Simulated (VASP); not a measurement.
Input of a VASP 6.6.1 run:

File INCAR:

```
SYSTEM = ZnCd3Si4P8
ALGO     = Normal         ! electronic algorithm
EDIFF    = 1E-6           ! SCF threshold, eV
ENCUT    = 520            ! plane-wave cutoff, eV
GGA      = PS             ! functional
ISIF     = 2              ! what is computed and relaxed
ISMEAR   = -1             ! smearing method
ISYM     = 0            
IVDW     = 13             ! dispersion correction
LASPH    = .TRUE.         ! aspherical terms in the spheres
LCHARG   = .FALSE.        ! write CHGCAR
LREAL    = Auto         
LWAVE    = .FALSE.        ! write WAVECAR
NBANDS   = 126            ! bands
NELM     = 60             ! most SCF steps
PREC     = Accurate       ! precision mode
SIGMA    = 0.05           ! smearing width, eV
```

KPOINTS

```
Automatic mesh
0
Gamma
  1 1 1
  0.25 0.25 0.25
```

The input POSCAR:

```
ZnCd3Si4P8
1.0
   11.1432480000     -0.0000590000     -0.0000240000
   -0.0000300000      5.5716240000     -0.0000120000
   -0.0000220000     -0.0000220000     10.4867670000
Cd Zn Si P
6 2 8 16
Direct
    0.9968300000      0.9906180000      0.9994470000
    0.9987700000      0.5021820000      0.2491920000
    0.5030030000      0.4993620000      0.2514020000
    0.2523840000      0.9984920000      0.7501020000
    0.2477820000      0.4971790000      0.4976740000
    0.7510920000      0.4975630000      0.5013200000
    0.4998640000      0.0000620000      0.0013580000
    0.7505520000      0.0009560000      0.7509100000
    0.0024690000      0.0046530000      0.5009600000
    0.4971210000      0.0069280000      0.5003880000
    0.2498380000      0.0009950000      0.2499980000
    0.7517610000      0.0067900000      0.2504930000
    0.2463770000      0.4982650000      0.9986000000
    0.7514910000      0.4927460000      0.0043680000
    0.9995030000      0.5088620000      0.7515020000
    0.4983230000      0.5015410000      0.7502000000
    0.1396370000      0.2470110000      0.1244100000
    0.6437810000      0.2495630000      0.1228060000
    0.1072560000      0.2522060000      0.6234190000
    0.6041090000      0.2487900000      0.6263980000
    0.3577160000      0.7533580000      0.1237720000
    0.8552150000      0.7479530000      0.1272680000
    0.3763910000      0.2111450000      0.3731740000
    0.8740230000      0.2087260000      0.3726780000
    0.1252040000      0.7910910000      0.3755410000
    0.6245010000      0.7875640000      0.3775030000
    0.1262130000      0.7143070000      0.8741900000
    0.6234060000      0.7212790000      0.8739260000
    0.3901190000      0.7434800000      0.6264830000
    0.8931560000      0.7484900000      0.6233220000
    0.3773330000      0.2876970000      0.8743120000
    0.8770490000      0.2830270000      0.8756890000
```

Potentials or basis: VASP PAW PBE potentials, release 64 (Cd, Zn, Si, P).

Run with:

```console
$ cat potpaw_PBE.64/Cd/POTCAR potpaw_PBE.64/Zn/POTCAR potpaw_PBE.64/Si/POTCAR potpaw_PBE.64/P/POTCAR > POTCAR
$ mpirun -np 1 vasp_std > vasp.out
```

Question: What does it give for the pressure?

Answer: -0.8 GPa.

Question: Predict the dispersion energy per atom.

Answer: -0.209 eV.

Stress tensor (GPa, compression positive):
```
-0.85  0.26  0.24
 0.26 -0.85  0.03
 0.24  0.03 -0.82
```

Caveat: the k points lie up to 1.13 Å⁻¹ apart; the PAW data sets were made with another functional, which shifts forces and pressure a little.
